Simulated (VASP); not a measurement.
Runs of VASP 6.6.1 on Sc2SbP3. The structure is that of space group P6/mmm (No. 191), or close to it. The cells are those of the table. The cell was generated, and may not be a known phase.

| task | spin | cell | k mesh | cutoff (eV) | gap on the mesh (eV) | pressure (GPa) | relaxed volume (Å³/atom) |
| --- | --- | --- | --- | --- | --- | --- | --- |
| single point | off | a = 6.054, b = 6.054, c = 3.530 Å, angles 90.0, 90.0, 120.0°, 6 atoms | 3 × 3 × 6 | 520 | none | 10.2 | - |
| single point | collinear | a = 5.929, b = 5.929, c = 3.907 Å, angles 90.0, 90.0, 120.0°, 6 atoms | 3 × 3 × 4 | 520 | none | (a) | - |
| single point | off | a = 5.801, b = 5.801, c = 4.022 Å, angles 90.0, 90.0, 120.0°, 6 atoms | 6 × 6 × 10 | 520 | none | 0.1 | - |
| relaxation of cell and atoms | off | relaxed from a = 6.054, b = 6.054, c = 3.530 Å, angles 90.0, 90.0, 120.0°, 6 atoms | 3 × 3 × 6 | 600 | none | 0.0 | 19.86 |
| relaxation of cell and atoms | off | relaxed from a = 5.929, b = 5.929, c = 3.907 Å, angles 90.0, 90.0, 120.0°, 6 atoms | 6 × 6 × 10 | 600 | none | 0.0 | (b) |

Alike in all rows: level PBE; potentials or basis VASP PAW PBE potentials, release 64 (Sc_sv, Sb, P); smearing gaussian 0.1 eV.

Problem. Estimate the missing entries.

Solution. (a) -0.1; (b) 19.55.

Caveats: some runs use coarse meshes; spin-orbit coupling is left out, which moves the levels of the heavy elements.

A k mesh can miss the band edges, and the runs leave out spin-orbit coupling on Sb.

A gap of «none» marks levels without a gap at the run's occupations.
